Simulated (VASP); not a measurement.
# MgS (F-43m) in VASP: a series of runs

The runs below take MgS through single point, with PBEsol, r2SCAN.

Everything below comes from runs of VASP 6.6.1. Logs are shortened: lines on timing, memory, paths and dates and some standing lists are left out, and cuts for length are marked.

## Step 1: The cell of the first run

It takes space group F-43m (No. 216, cubic). The conventional cell has a = 5.651 Å, b = 5.651 Å, c = 5.651 Å, α = 90.00°, β = 90.00°, γ = 90.00°. Mg (site symmetry -43m) has 4 S at 2.45 Å within 3.2 Å. S (site symmetry -43m) has 4 Mg at 2.45 Å within 3.2 Å.

## Step 2: Single point, PBEsol

The input, INCAR:

```
ALGO = Normal
EDIFF = 1E-6
ENCUT = 520
GGA = PS
ISIF = 2
ISMEAR = -1
LASPH = True
LCHARG = False
LREAL = False
LWAVE = False
NBANDS = 11
NELM = 60
PREC = Accurate
SIGMA = 0.02
```

The input, KPOINTS:

```
k-points
0
Gamma
  8 8 8
```

The input, POSCAR:

```
MgS
1.0
    0.0000000000      2.8256684311      2.8256684311
    2.8256684311      0.0000000000      2.8256684311
    2.8256684311      2.8256684311      0.0000000000
Mg S
1 1
Direct
    0.0000000000      0.0000000000      0.0000000000
    0.7500000000      0.7500000000      0.7500000000
```

Potentials or basis: VASP PAW PBE potentials, release 64 (Mg, S).

Launch:

```console
> cat potpaw_PBE.64/Mg/POTCAR potpaw_PBE.64/S/POTCAR > POTCAR
> mpirun -np 1 vasp_std > vasp.out
```

OUTCAR:

```text
EDIFF = 1E-6
   ENCUT = 520
   GGA = PS
   ISIF = 2
   ISMEAR = -1
   LASPH = True
   LREAL = False
   NELM = 60
   PREC = Accurate

 ion  position               nearest neighbor table
   1  0.000  0.000  0.000-   2 2.45   2 2.45   2 2.45   2 2.45
   2  0.750  0.750  0.750-   1 2.45   1 2.45   1 2.45   1 2.45

  LATTYP: Found a face centered cubic cell.
 ALAT       =     5.6513368622

  Lattice vectors:

 A1 = (   0.0000000000,   2.8256684311,   2.8256684311)
 A2 = (   2.8256684311,   0.0000000000,   2.8256684311)
 A3 = (   2.8256684311,   2.8256684311,   0.0000000000)

Analysis of symmetry for initial positions (statically):
=====================================================================
 Subroutine PRICEL returns:
 Original cell was already a primitive cell.

 Routine SETGRP: Setting up the symmetry group for a
 face centered cubic supercell.

 Subroutine GETGRP returns: Found 24 space group operations
 (whereof 24 operations were pure point group operations)
 out of a pool of 48 trial point group operations.

The static configuration has the point symmetry T_d .

Analysis of symmetry for dynamics (positions and initial velocities):
=====================================================================
 Subroutine PRICEL returns:
 Original cell was already a primitive cell.

 Routine SETGRP: Setting up the symmetry group for a
 face centered cubic supercell.

 Subroutine GETGRP returns: Found 24 space group operations
 (whereof 24 operations were pure point group operations)
 out of a pool of 48 trial point group operations.

The dynamic configuration has the point symmetry T_d .

 Subroutine INISYM returns: Found 24 space group operations
 (whereof 24 operations are pure point group operations),
 and found     1 'primitive' translations

----------------------------------------------------------------------------------------

                                     Primitive cell

  volume of cell :      45.1225

  direct lattice vectors                    reciprocal lattice vectors
     0.000000000  2.825668431  2.825668431    -0.176949282  0.176949282  0.176949282
     2.825668431  0.000000000  2.825668431     0.176949282 -0.176949282  0.176949282
     2.825668431  2.825668431  0.000000000     0.176949282  0.176949282 -0.176949282

  length of vectors
     3.996098618  3.996098618  3.996098618     0.306485147  0.306485147  0.306485147

  position of ions in fractional coordinates (direct lattice)
     0.000000000  0.000000000  0.000000000
[... 85 lines left out ...]
   ISYM   =      2    0-nonsym 1-usesym 2-fastsym
   POTIM  = 0.5000    time-step for ionic-motion
   TEBEG  =    0.0;   TEEND  =   0.0 temperature during run
   PSTRESS=    0.0 pullay stress
   NELECT =       8.0000    total number of electrons
   NUPDOWN=      -1.0000    fix difference up-down
   EMIN   =  10.00;   EMAX   =-10.00  energy-range for DOS
   EFERMI =   0.00;   METHOD = LEGACY
   ISMEAR =    -1;   SIGMA  =   0.02  broadening in eV -4-tet -1-fermi 0-gaus
   EFERMI_NEDOS =   21; number of points for ismear=-14 and -15
   IALGO  =     38    algorithm
   IMIX   =      4    mixing-type and parameters
     AMIX     =   0.40;   BMIX     =  1.00
     AMIX_MAG =   1.60;   BMIX_MAG =  1.00
  volume/ion in A,a.u.               =      22.56       152.25
  Fermi-wavevector in a.u.,A,eV,Ry     =   0.919688  1.737957 11.508150  0.845825
  Thomas-Fermi vector in A             =   2.044909
   LORBIT       =      0    0 simple, 1 ext, 2 COOP (PROOUT), +10 PAW based schemes
   GGA     = PS    functional components
   LHFCALC =     F    Hartree Fock is set to
   AEXX    =    0.0000 exact exchange contribution
   IVDW    =     0    specifies the selected vdW correction
   LEPSILON=     F    determine dielectric tensor
   LRPA    =     F    only Hartree local field effects (RPA)
 non-spin polarized calculation
  energy-cutoff  :      520.00
  volume of cell :       45.12
 maximum number of plane-waves:      1243
 NGX is ok and might be reduce to    30
   NGX = 15   NGY = 15   NGZ = 15

 number of electron       8.0000001 magnetization

 Free energy of the ion-electron system (eV)
  ---------------------------------------------------
  ext. energy  EPLUGINS =         0.00000000
  ---------------------------------------------------
  free energy    TOTEN  =        -8.91758717 eV

  energy without entropy =       -8.91758717  energy(sigma->0) =       -8.91758717

 E-fermi :   1.4505     XC(G=0):  -8.5983

 val. band max:        1.0360631940   @ k =   0.0000   0.0000   0.0000
 cond. band min:       4.3593337199   @ k =   0.0000   0.0000   0.0000
 fundamental gap:      3.3232705258
 Fermi energy:         1.4505074767

 k-point     1 :       0.0000    0.0000    0.0000
  band No.  band energies     occupation
      1     -10.2518      2.00000
      2       1.0361      2.00000
      3       1.0361      2.00000
      4       1.0361      2.00000
      5       4.3593      0.00000
      6       8.9230      0.00000
      7       8.9230      0.00000
      8       8.9230      0.00000
      9      11.8315      0.00000
     10      11.8315      0.00000
     11      14.6286      0.00000
[... 309 lines left out ...]
 k-point    24 :      -0.3750    0.2500    0.1250
  band No.  band energies     occupation
      1      -9.4360      2.00000
      2      -1.8042      2.00000
      3      -0.2926      2.00000
      4       0.3734      2.00000
      5       6.9682      0.00000
      6       7.4319      0.00000
      7       9.7171      0.00000
      8       9.8111      0.00000
      9      12.3753      0.00000
     10      13.7921      0.00000
     11      15.2142      0.00000

 [... further k-points ...]

------------------------ aborting loop because EDIFF is reached ----------------------------------------

  FORCE on cell =-STRESS in cart. coord.  units (eV):
  Direction    XX          YY          ZZ          XY          YZ          ZX
  --------------------------------------------------------------------------------------
  -------------------------------------------------------------------------------------
  Total       -0.0223951     -0.0223951     -0.0223951     -0.0000000     -0.0000000      0.0000000
  in kB       -0.7951878     -0.7951878     -0.7951878     -0.0000000     -0.0000000      0.0000000
  external PRESSURE =      -0.7951878 kB  Pullay stress =       0.0000000 kB

 VOLUME and BASIS-vectors are now :
 -----------------------------------------------------------------------------
  energy-cutoff  :      520.00
  volume of cell :       45.12
      direct lattice vectors                 reciprocal lattice vectors
     0.000000000  2.825668431  2.825668431    -0.176949282  0.176949282  0.176949282
     2.825668431  0.000000000  2.825668431     0.176949282 -0.176949282  0.176949282
     2.825668431  2.825668431  0.000000000     0.176949282  0.176949282 -0.176949282

 POSITION                                       TOTAL-FORCE (eV/Angst)
 -----------------------------------------------------------------------------------
      0.00000      0.00000      0.00000        -0.000000     -0.000000     -0.000000
      4.23850      4.23850      4.23850         0.000000      0.000000      0.000000
 -----------------------------------------------------------------------------------
    total drift:                               -0.000000     -0.000000     -0.000000

  FREE ENERGIE OF THE ION-ELECTRON SYSTEM (eV)
  ---------------------------------------------------
  free  energy   TOTEN  =        -8.9175871688 eV

  energy  without entropy=       -8.9175871688  energy(sigma->0) =       -8.91758717
```

stdout:

```text
POSCAR found type information on POSCAR MgS
 POSCAR found :  2 types and       2 ions
 scaLAPACK will be used
 -----------------------------------------------------------------------------
|                                                                             |
|                                                                             |
|     You enforced a specific xc type in the INCAR file but a different       |
|     I HOPE YOU KNOW WHAT YOU ARE DOING!                                     |
|                                                                             |
 -----------------------------------------------------------------------------

 LDA part: xc-table for (Slater+PW92), standard interpolation
 POSCAR, INCAR and KPOINTS ok, starting setup
 FFT: planning ... GRIDC
 FFT: planning ... GRID_SOFT
 FFT: planning ... GRID
 WAVECAR not read
 entering main loop
```

It took 6.6 s on 1 thread of AMD EPYC 9R45 (Zen 5), shared host; peak memory 0.14 GiB.

Results:

- Free energy: -8.9176 eV
- Pressure: -0.1 GPa
- Band gap on the k mesh: 3.32 eV, direct

Caveat: the PAW data sets were made with another functional, which shifts forces and pressure a little. A k mesh can miss the band edges.

## Step 3: Single point, r2SCAN

This run uses another cell than the first one, of 22.69 Å³/atom, 1.006 times its volume.

The input, POSCAR:

```
MgS
1.0
    0.0000000000      2.8308747667      2.8308747667
    2.8308747667      0.0000000000      2.8308747667
    2.8308747667      2.8308747667      0.0000000000
Mg S
1 1
Direct
    0.0000000000      0.0000000000      0.0000000000
    0.7500000000      0.7500000000      0.7500000000
```

The input, INCAR.step1:

```
SYSTEM = MgS
PREC = Accurate
ENCUT = 520
ISMEAR = -1
SIGMA = 0.02
LREAL = .False.
LASPH = .True.
NELM = 80
NBANDS = 11
GGA = PE
ALGO = Normal
EDIFF = 1E-4
LWAVE = .True.
LCHARG = .False.
```

The input, INCAR.step2:

```
SYSTEM = MgS
PREC = Accurate
ENCUT = 520
EDIFF = 1E-6
ISMEAR = -1
SIGMA = 0.02
LREAL = .False.
LASPH = .True.
NELM = 80
ALGO = Normal
ISIF = 2
LWAVE = .False.
LCHARG = .True.
METAGGA = R2SCAN
LMIXTAU = .True.
LELF = .True.
LVHAR = .True.
NBANDS = 11
ISTART = 1
```

The input, KPOINTS:

```
Automatic mesh
0
Gamma
  8 8 8
  0 0 0
```

Potentials or basis: VASP PAW PBE potentials, release 64 (Mg, S).

Launch:

```console
> cat potpaw_PBE.64/Mg/POTCAR potpaw_PBE.64/S/POTCAR > POTCAR
> cp INCAR.step1 INCAR
> mpirun -np 1 vasp_std > vasp.out
> cp INCAR.step2 INCAR
> mpirun -np 1 vasp_std > vasp.out
```

Run time: 37 s. Hardware: 1 thread of AMD EPYC 9R45 (Zen 5), shared host; peak memory 0.14 GiB.

It converged, with:

* Free energy: -15.4507 eV
* Pressure: -0.3 GPa
* Band gap on the k mesh: 4.13 eV, direct

Levels at points of the mesh, in eV from the valence-band top:
| k point | band 1 | band 2 | band 3 | band 4 | band 5 | band 6 | band 7 | band 8 | band 9 |
| --- | --- | --- | --- | --- | --- | --- | --- | --- | --- |
| (0.00, 0.00, 0.00) | -11.74 | 0.00 | 0.00 | 0.00 | 4.13 | 8.59 | 8.59 | 8.59 | 11.46 |
| (0.50, 0.00, 0.00) | -11.04 | -3.15 | -0.33 | -0.33 | 5.79 | 8.21 | 8.21 | 9.27 | 13.83 |
| (0.50, 0.50, 0.00) | -10.82 | -2.82 | -1.05 | -1.05 | 4.32 | 6.26 | 12.13 | 13.27 | 13.27 |

Caveat: the PAW data sets were made with another functional, which shifts forces and pressure a little. A k mesh can miss the band edges.
